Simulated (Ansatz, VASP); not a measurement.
**Two plane-wave programs on CoSn2**

The input INCAR:

```
SYSTEM = CoSn2
ALGO     = Fast           ! electronic algorithm
EDIFF    = 1E-8           ! SCF threshold, eV
ENCUT    = 520            ! plane-wave cutoff, eV
ISIF     = 2              ! what is computed and relaxed
ISMEAR   = -1             ! smearing method
LASPH    = .True.         ! aspherical terms in the spheres
LCHARG   = .False.        ! write CHGCAR
LEFG     = .True.       
LREAL    = .False.        ! projectors in reciprocal space
LWAVE    = .False.        ! write WAVECAR
NBANDS   = 46             ! bands
NELM     = 100            ! most SCF steps
PREC     = Accurate       ! precision mode
SIGMA    = 0.15           ! smearing width, eV
```

Contents of KPOINTS:

```
k-points
0
Gamma
  8 8 8
  0 0 0
```

POSCAR

```
CoSn2
1.0
   -3.1087049756      3.1087049756      2.6843534204
    3.1087049756     -3.1087049756      2.6843534204
    3.1087049756      3.1087049756     -2.6843534204
Co Sn
2 4
Direct
    0.2500000000      0.2500000000      0.0000000000
    0.7500000000      0.7500000000      0.0000000000
    0.6667387807      0.1667387807      0.8334775613
    0.1667387807      0.3332612193      0.5000000000
    0.3332612193      0.8332612193      0.1665224387
    0.8332612193      0.6667387807      0.5000000000
```

Input for Ansatz:

```yaml
crystal:
  lattice:
    - [-3.1087049756, 3.1087049756, 2.6843534204]
    - [3.1087049756, -3.1087049756, 2.6843534204]
    - [3.1087049756, 3.1087049756, -2.6843534204]
  atoms:
    - { symbol: Co, position: [0.25, 0.25, 0.0] }
    - { symbol: Co, position: [0.75, 0.75, 0.0] }
    - { symbol: Sn, position: [0.6667387807, 0.1667387807, 0.8334775613] }
    - { symbol: Sn, position: [0.1667387807, 0.3332612193, 0.5] }
    - { symbol: Sn, position: [0.3332612193, 0.8332612193, 0.1665224387] }
    - { symbol: Sn, position: [0.8332612193, 0.6667387807, 0.5] }
basis:
  ecutwfc: 420
kpoints:
  mp_grid: { grid: [8, 8, 8] }
hamiltonian:
  xc: lda
scf:
  occupations: { method: fermi_dirac, width: 0.15 }
output:
  forces: true
  stress: true
  eigenvalues: true
  efg: {}
checkpoint:
  read: start.run
  write: ck
  compress: false
  write_wavefunctions: false
  write_every: 100000
```

Alike in both runs: task electric field gradients; functional LDA; k mesh 8 × 8 × 8; occupations fermi-dirac, width 0.15 eV; no spin polarisation.

```csv
,VASP,Ansatz
version,VASP 6.6.1,Ansatz 0.2.0
potentials or method,"VASP PAW LDA potentials, release 64 (Co, Sn_d), cutoff 520 eV","scalar-relativistic, plane waves, PAW"
valence electrons in the cell,74,90
```

```tsv
	VASP	Ansatz	Ansatz less VASP
gap on the k mesh at the Fermi level (eV)	none	none	-
pressure (GPa)	0.1	0.0	-0.14
rms of the force components (eV/Å)	0.003	0.000	-0.0031
size of Vzz on the site where it differs most (V/Å²)	106.4	112.3	+5.92
```

LDA's correlation is that of Perdew and Zunger in VASP and of Perdew and Wang (1992) in Ansatz. Atom by atom the forces differ by 0.003 eV/Å (rms over components). A gap of «none» marks a metal or a gap that the smearing closes. VASP's potentials hold 74 valence electrons a cell and Ansatz's 90, so a difference there can come from the potentials and not from the codes.
